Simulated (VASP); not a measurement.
# Te (P-3m1) in VASP: a series of runs

Runs on Te. Level: PBE. Tasks: single point, relaxation of cell and atoms.

All numbers are computed with VASP 6.6.1; they aren't measurements. Logs are shortened: lines on timing, memory, paths and dates and some standing lists are left out, and cuts for length are marked.

## 1. The cell of the first run

It takes space group P-3m1 (No. 164, trigonal). The conventional cell has a = 4.335 Å, b = 4.335 Å, c = 8.790 Å, α = 90.00°, β = 90.00°, γ = 120.00°. Within 3.7 Å of Te (site symmetry 3m) lie 4 Te at 2.82 to 3.22 Å. Within 4.1 Å of Te (site symmetry 3m) lie 6 Te at 3.14 to 3.22 Å.

The cell was generated, and may not be a known phase.

## 2. Single point, PBE

The input, INCAR:

```
SYSTEM = Te
PREC = Accurate
ENCUT = 520
EDIFF = 1E-6
ISMEAR = 0
SIGMA = 0.1
LREAL = .FALSE.
LASPH = .TRUE.
NELM = 100
ALGO = Normal
ISIF = 2
LWAVE = .FALSE.
LCHARG = .FALSE.
GGA = PE
NBANDS = 20
```

The input, KPOINTS:

```
Automatic mesh
0
G
  12 12 6
  0 0 0
```

The input, POSCAR:

```
Te
1.0
    4.3348083835      0.0000000000      0.0000000000
   -2.1674041917      3.7540541806      0.0000000000
    0.0000000000      0.0000000000      8.7900702252
Te
4
Direct
    0.0000000000      0.0000000000      0.8396418086
    0.0000000000      0.0000000000      0.1603581914
    0.3333333333      0.6666666667      0.6082825224
    0.6666666667      0.3333333333      0.3917174776
```

Potentials or basis: VASP PAW PBE potentials, release 64 (Te).

Launch:

```bash
$ cat potpaw_PBE.64/Te/POTCAR > POTCAR
$ mpirun -np 1 vasp_std > vasp.out
```

OUTCAR:

```text
SYSTEM = Te
   PREC = Accurate
   ENCUT = 520
   EDIFF = 1E-6
   ISMEAR = 0
   LREAL = .FALSE.
   LASPH = .TRUE.
   NELM = 100
   ISIF = 2
   GGA = PE

 ion  position               nearest neighbor table
   1  0.000  0.000  0.840-   2 2.82   3 3.22   3 3.22   3 3.22
   2  0.000  0.000  0.160-   1 2.82   4 3.22   4 3.22   4 3.22
   3  0.333  0.667  0.608-   4 3.14   4 3.14   4 3.14   1 3.22   1 3.22   1 3.22
   4  0.667  0.333  0.392-   3 3.14   3 3.14   3 3.14   2 3.22   2 3.22   2 3.22

  LATTYP: Found a hexagonal cell.
 ALAT       =     4.3348083835
 C/A-ratio  =     2.0277874931

  Lattice vectors:

 A1 = (   4.3348083835,   0.0000000000,   0.0000000000)
 A2 = (  -2.1674041917,   3.7540541806,   0.0000000000)
 A3 = (   0.0000000000,   0.0000000000,   8.7900702252)

Analysis of symmetry for initial positions (statically):
=====================================================================
 Subroutine PRICEL returns:
 Original cell was already a primitive cell.

 Routine SETGRP: Setting up the symmetry group for a
 hexagonal supercell.

 Subroutine GETGRP returns: Found 12 space group operations
 (whereof 12 operations were pure point group operations)
 out of a pool of 24 trial point group operations.

The static configuration has the point symmetry D_3d.

Analysis of symmetry for dynamics (positions and initial velocities):
=====================================================================
 Subroutine PRICEL returns:
 Original cell was already a primitive cell.

 Routine SETGRP: Setting up the symmetry group for a
 hexagonal supercell.

 Subroutine GETGRP returns: Found 12 space group operations
 (whereof 12 operations were pure point group operations)
 out of a pool of 24 trial point group operations.

The dynamic configuration has the point symmetry D_3d.

 Subroutine INISYM returns: Found 12 space group operations
 (whereof 12 operations are pure point group operations),
 and found     1 'primitive' translations

----------------------------------------------------------------------------------------

                                     Primitive cell

  volume of cell :     143.0417

  direct lattice vectors                    reciprocal lattice vectors
     4.334808384  0.000000000  0.000000000     0.230690705  0.133189340  0.000000000
    -2.167404192  3.754054181  0.000000000     0.000000000  0.266378681  0.000000000
     0.000000000  0.000000000  8.790070225     0.000000000  0.000000000  0.113764734

  length of vectors
     4.334808384  4.334808383  8.790070225     0.266378681  0.266378681  0.113764734

  position of ions in fractional coordinates (direct lattice)
     0.000000000  0.000000000  0.839641809
     0.000000000  0.000000000  0.160358191
     0.333333333  0.666666667  0.608282522
     0.666666667  0.333333333  0.391717478

  ion indices of the primitive-cell ions
   primitive index   ion index
                 1           1
                 2           2
                 3           3
                 4           4

----------------------------------------------------------------------------------------

 KPOINTS: Automatic mesh

Automatic generation of k-mesh.
 Grid dimensions read from file:
 generate k-points for:   12   12    6

 Generating k-lattice:

  Cartesian coordinates                     Fractional coordinates (reciprocal lattice)
     0.019224225  0.011099112  0.000000000     0.083333333 -0.000000000  0.000000000
     0.000000000  0.022198223  0.000000000     0.000000000  0.083333333  0.000000000
     0.000000000  0.000000000  0.018960789     0.000000000  0.000000000  0.166666667

  Length of vectors
     0.022198223  0.022198223  0.018960789

  Shift w.r.t. Gamma in fractional coordinates (k-lattice)
     0.000000000  0.000000000  0.000000000

 Subroutine IBZKPT returns following result:
 ===========================================

 Found    100 irreducible k-points:

 Following reciprocal coordinates:
            Coordinates               Weight
  0.000000  0.000000  0.000000      1.000000
  0.083333  0.000000  0.000000      6.000000
  0.166667  0.000000  0.000000      6.000000
  0.250000  0.000000  0.000000      6.000000
  0.333333 -0.000000  0.000000      6.000000
  0.416667  0.000000  0.000000      6.000000
[... 16 lines left out ...]
  0.166667  0.000000  0.166667      6.000000
  0.000000  0.166667  0.166667      6.000000
 [... further k-points ...]
   k-points           NKPTS =    100   k-points in BZ     NKDIM =    100   number of bands    NBANDS=     20
   number of dos      NEDOS =    301   number of ions     NIONS =      4
   total plane-waves  NPLWV =  71680
   dimension x,y,z NGX =    32 NGY =   32 NGZ =   70
   dimension x,y,z NGXF=    64 NGYF=   64 NGZF=  140
   ions per type =               4
   NGX,Y,Z   is equivalent  to a cutoff of  12.27, 12.27, 13.24 a.u.
   NGXF,Y,Z  is equivalent  to a cutoff of  24.54, 24.54, 26.48 a.u.
 SYSTEM =  Te
   PREC   = accura    normal or accurate (medium, high low for compatibility)
   ISTART =      0    job   : 0-new  1-cont  2-samecut
   ICHARG =      2    charge: 1-file 2-atom 10-const
   ISPIN  =      1    spin polarized calculation?
   LNONCOLLINEAR =      F non collinear calculations
   LSORBIT =      F    spin-orbit coupling
   LASPH  =      T    aspherical Exc in radial PAW
   ENCUT  =  520.0 eV  38.22 Ry    6.18 a.u.   8.06  8.06 16.34*2*pi/ulx,y,z
   NELM   =    100;   NELMIN=  2; NELMDL= -5     # of ELM steps
   EDIFF  = 0.1E-05   stopping-criterion for ELM
   LREAL  =      F    real-space projection
[... 7 lines left out ...]
   TEBEG  =    0.0;   TEEND  =   0.0 temperature during run
   PSTRESS=    0.0 pullay stress
   NELECT =      24.0000    total number of electrons
   NUPDOWN=      -1.0000    fix difference up-down
   EMIN   =  10.00;   EMAX   =-10.00  energy-range for DOS
   EFERMI =   0.00;   METHOD = LEGACY
   ISMEAR =     0;   SIGMA  =   0.10  broadening in eV -4-tet -1-fermi 0-gaus
   EFERMI_NEDOS =   21; number of points for ismear=-14 and -15
   IALGO  =     38    algorithm
   IMIX   =      4    mixing-type and parameters
     AMIX     =   0.40;   BMIX     =  1.00
     AMIX_MAG =   1.60;   BMIX_MAG =  1.00
  volume/ion in A,a.u.               =      35.76       241.32
  Fermi-wavevector in a.u.,A,eV,Ry     =   0.902937  1.706304 11.092775  0.815296
  Thomas-Fermi vector in A             =   2.026202
   LORBIT       =      0    0 simple, 1 ext, 2 COOP (PROOUT), +10 PAW based schemes
   GGA     = PE    functional components
   LHFCALC =     F    Hartree Fock is set to
   AEXX    =    0.0000 exact exchange contribution
   IVDW    =     0    specifies the selected vdW correction
   LEPSILON=     F    determine dielectric tensor
   LRPA    =     F    only Hartree local field effects (RPA)
 non-spin polarized calculation
 Gauss-broadening in eV      SIGMA  =   0.10
  energy-cutoff  :      520.00
  volume of cell :      143.04
 maximum number of plane-waves:      3876
   NGX = 17   NGY = 17   NGZ = 33

 number of electron      23.9999998 magnetization

 Free energy of the ion-electron system (eV)
  ---------------------------------------------------
  ext. energy  EPLUGINS =         0.00000000
  ---------------------------------------------------
  free energy    TOTEN  =       -11.97904893 eV

  energy without entropy =      -11.96839493  energy(sigma->0) =      -11.97372193

 E-fermi :   5.3271     XC(G=0):  -8.8198

 val. band max:        5.2915542146   @ k =   0.3333  -0.0000   0.1667
 cond. band min:       5.3377717749   @ k =   0.3333   0.2500   0.1667
 fundamental gap:      0.0462175603
 Fermi energy:         5.3271382788

 k-point     1 :       0.0000    0.0000    0.0000
  band No.  band energies     occupation
      1      -8.0986      2.00000
      2      -6.3042      2.00000
      3      -6.1525      2.00000
      4      -3.1214      2.00000
      5       1.0269      2.00000
      6       2.9679      2.00000
[... 12 lines left out ...]
     19      10.8992      0.00000
     20      10.9346      0.00000

 k-point     2 :       0.0833    0.0000    0.0000
  band No.  band energies     occupation
      1      -8.0444      2.00000
      2      -6.2630      2.00000
      3      -6.1355      2.00000
      4      -3.1970      2.00000
      5       1.0555      2.00000
      6       2.5857      2.00000
[... 12 lines left out ...]
     19      10.8643      0.00000
     20      11.0202      0.00000

 k-point     3 :       0.1667    0.0000    0.0000
  band No.  band energies     occupation
      1      -7.8842      2.00000
      2      -6.1497      2.00000
      3      -6.0874      2.00000
      4      -3.4176      2.00000
      5       1.1233      2.00000
      6       1.7932      2.00000
[... 12 lines left out ...]
     19      10.7650      0.00000
     20      11.3895      0.00000

 k-point     4 :       0.2500    0.0000    0.0000
  band No.  band energies     occupation
      1      -7.6266      2.00000
      2      -6.0762      2.00000
      3      -5.9382      2.00000
      4      -3.7569      2.00000
      5       0.9750      2.00000
      6       1.2540      2.00000
[... 12 lines left out ...]
     19      11.1811      0.00000
     20      11.9936      0.00000

 k-point     5 :       0.3333   -0.0000    0.0000
  band No.  band energies     occupation
      1      -7.2890      2.00000
      2      -6.0980      2.00000
      3      -5.7081      2.00000
      4      -4.1530      2.00000
      5       0.3913      2.00000
      6       1.2581      2.00000
[... 12 lines left out ...]
     19      11.8228      0.00000
     20      12.1707      0.00000
[... 353 lines left out ...]
      6       2.5241      2.00000
[... 12 lines left out ...]
     19      10.7663      0.00000
     20      10.9914      0.00000

 k-point    22 :       0.0000    0.0833    0.1667
  band No.  band energies     occupation
      1      -8.0129      2.00000
      2      -6.6589      2.00000
      3      -5.6554      2.00000
      4      -3.3822      2.00000
      5       1.2066      2.00000
      6       2.7302      2.00000
[... 12 lines left out ...]
     19      10.9125      0.00000
     20      11.0071      0.00000

 k-point    23 :       0.1667    0.0000    0.1667
  band No.  band energies     occupation
      1      -7.8538      2.00000
      2      -6.5459      2.00000
      3      -5.6263      2.00000
      4      -3.5435      2.00000
      5       1.0241      2.00000
      6       1.8529      2.00000
[... 12 lines left out ...]
     19      10.6313      0.00000
     20      11.3801      0.00000

 k-point    24 :       0.0000    0.1667    0.1667
  band No.  band energies     occupation
      1      -7.8513      2.00000
      2      -6.5688      2.00000
      3      -5.5845      2.00000
      4      -3.5859      2.00000
      5       1.1887      2.00000
      6       1.9962      2.00000
[... 12 lines left out ...]
     19      11.0619      0.00000
     20      11.3541      0.00000

 [... further k-points ...]

------------------------ aborting loop because EDIFF is reached ----------------------------------------

  FORCE on cell =-STRESS in cart. coord.  units (eV):
  Direction    XX          YY          ZZ          XY          YZ          ZX
  --------------------------------------------------------------------------------------
  -------------------------------------------------------------------------------------
  Total       -0.0224383     -0.0224383     -0.0160268     -0.0000000      0.0000000     -0.0000000
  in kB       -0.2513257     -0.2513257     -0.1795119     -0.0000000      0.0000000     -0.0000000
  external PRESSURE =      -0.2273878 kB  Pullay stress =       0.0000000 kB

 VOLUME and BASIS-vectors are now :
 -----------------------------------------------------------------------------
  energy-cutoff  :      520.00
  volume of cell :      143.04
      direct lattice vectors                 reciprocal lattice vectors
     4.334808384  0.000000000  0.000000000     0.230690705  0.133189340  0.000000000
    -2.167404192  3.754054181  0.000000000     0.000000000  0.266378681  0.000000000
     0.000000000  0.000000000  8.790070225     0.000000000  0.000000000  0.113764734

 POSITION                                       TOTAL-FORCE (eV/Angst)
 -----------------------------------------------------------------------------------
      0.00000      0.00000      7.38051         0.000000     -0.000000     -0.003162
      0.00000      0.00000      1.40956        -0.000000      0.000000      0.003162
     -0.00000      2.50270      5.34685        -0.000000     -0.000000      0.005997
      2.16740      1.25135      3.44322         0.000000      0.000000     -0.005997
 -----------------------------------------------------------------------------------
    total drift:                                0.000000     -0.000000      0.000000

  FREE ENERGIE OF THE ION-ELECTRON SYSTEM (eV)
  ---------------------------------------------------
  free  energy   TOTEN  =       -11.9790489294 eV

  energy  without entropy=      -11.9683949258  energy(sigma->0) =      -11.97372193
```

Run time: 1.7 min. Hardware: 1 thread of Intel Xeon 6975P-C (Granite Rapids), shared host; peak memory 0.38 GiB.

What came out:

* Free energy: -11.9790 eV
* Pressure: 0.0 GPa
* Largest force: 0.006 eV/Å
* Band gap on the k mesh: zero (bands 12 and 13 overlap by 0.55 eV)

Forces in eV/Å, atoms in the order of the input:
```
Te   0.000  0.000 -0.003
Te   0.000  0.000  0.003
Te   0.000  0.000  0.006
Te   0.000  0.000 -0.006
```

Caveat: spin-orbit coupling is left out, which moves the levels of the heavy elements.

## 3. Relaxation of cell and atoms, PBE

This run uses another cell than the first one, of 35.09 Å³/atom.

The input, INCAR:

```
PREC     = Accurate       # precision mode
ENCUT    = 600            # plane-wave cutoff, eV
EDIFF    = 1E-6           # SCF threshold, eV
ISMEAR   = 0              # smearing method
SIGMA    = 0.1            # smearing width, eV
LREAL    = False          # projectors in reciprocal space
LASPH    = True           # aspherical terms in the spheres
NELM     = 100            # most SCF steps
ALGO     = Normal         # electronic algorithm
ISIF     = 3              # what is computed and relaxed
LWAVE    = False          # write WAVECAR
LCHARG   = False          # write CHGCAR
GGA      = PE             # functional
IBRION   = 2              # ionic algorithm
NSW      = 100            # ionic steps
EDIFFG   = -0.01          # ionic threshold
```

The input, KPOINTS:

```
Automatic mesh
0
Gamma
  12 12 6
```

The input, POSCAR:

```
Te
1.0
    4.2558738172      0.0000000000      0.0000000000
   -2.1279369086      3.6856948410      0.0000000000
    0.0000000000      0.0000000000      8.9471891430
Te
4
Direct
    0.0000000000      0.0000000000      0.8414149204
    0.0000000000      0.0000000000      0.1585850796
    0.3333333333      0.6666666667      0.6084850474
    0.6666666667      0.3333333333      0.3915149526
```

Potentials or basis: VASP PAW PBE potentials, release 64 (Te).

Launch:

```bash
$ cat potpaw_PBE.64/Te/POTCAR > POTCAR
$ mpirun -np 1 vasp_std > vasp.out
```

It took 13 min on 1 thread of Intel Xeon 6975P-C (Granite Rapids), shared host; peak memory 0.45 GiB.

It converged, with:

| Property | Result |
| --- | --- |
| Free energy | -11.9789 eV |
| Relaxed volume | 35.74 Å³/atom |
| Relaxed cell | a = 4.335 Å, b = 4.335 Å, c = 8.783 Å, α = 90.00°, β = 90.00°, γ = 120.00° |
| Space group after relaxing (to 0.1 Å) | P-3m1 (No. 164) |
| Energy gained by relaxing | 1.5 meV/atom |
| Ionic steps | 9 |
| Pressure after relaxing | 0.0 GPa |
| Largest force after relaxing | 0.009 eV/Å |
| Band gap on the k mesh | zero (bands 12 and 13 overlap by 0.54 eV) |

Forces on the atoms (eV/Å):
```
Te   0.000  0.000 -0.001
Te   0.000  0.000  0.001
Te   0.000  0.000  0.009
Te   0.000  0.000 -0.009
```

Step by step:
| step | energy change (eV) | largest force (eV/Å) | pressure (GPa) | volume (Å³) |
| --- | --- | --- | --- | --- |
| 1 | 0.0000 | 0.0606 | 0.04 | 140.34 |
| 2 | -0.0017 | 0.0248 | 0.09 | 140.52 |
| 3 | -0.0032 | 0.0496 | 0.19 | 140.80 |
| 4 | -0.0032 | 0.0602 | 0.22 | 140.89 |
| 5 | -0.0042 | 0.0620 | 0.03 | 141.76 |
| 6 | -0.0044 | 0.0720 | -0.07 | 142.33 |
| 7 | -0.0051 | 0.0536 | -0.06 | 142.47 |
| 8 | -0.0056 | 0.0325 | -0.04 | 142.64 |
| 9 | -0.0059 | 0.0095 | 0.00 | 142.97 |

Final structure:
```
Te
1.0
     4.33546    0.00000    0.00000
    -2.16773    3.75462    0.00000
     0.00000    0.00000    8.78325
Te
4
Direct
  0.00000 0.00000 0.83954
  0.00000 0.00000 0.16046
  0.33333 0.66667 0.60820
  0.66667 0.33333 0.39180
```

Levels at points of the mesh, in eV from the Fermi level:
| k point | band 10 | band 11 | band 12 | band 13 | band 14 | band 15 |
| --- | --- | --- | --- | --- | --- | --- |
| (0.00, 0.00, 0.00) | -1.10 | -0.60 | 0.17 | 0.17 | 0.35 | 0.35 |
| (0.50, 0.00, 0.00) | -1.77 | -1.05 | -0.72 | 0.11 | 1.29 | 1.99 |
| (0.00, 0.00, 0.50) | -1.20 | -0.91 | -0.91 | 0.47 | 1.12 | 1.12 |
| (0.50, 0.00, 0.50) | -2.40 | -1.08 | -0.33 | 0.18 | 1.02 | 2.23 |

Caveat: spin-orbit coupling is left out, which moves the levels of the heavy elements.

(Part 1 of 2 ends here.)

The gap in the log of VASP goes by the Fermi energy; the results here count the filled bands.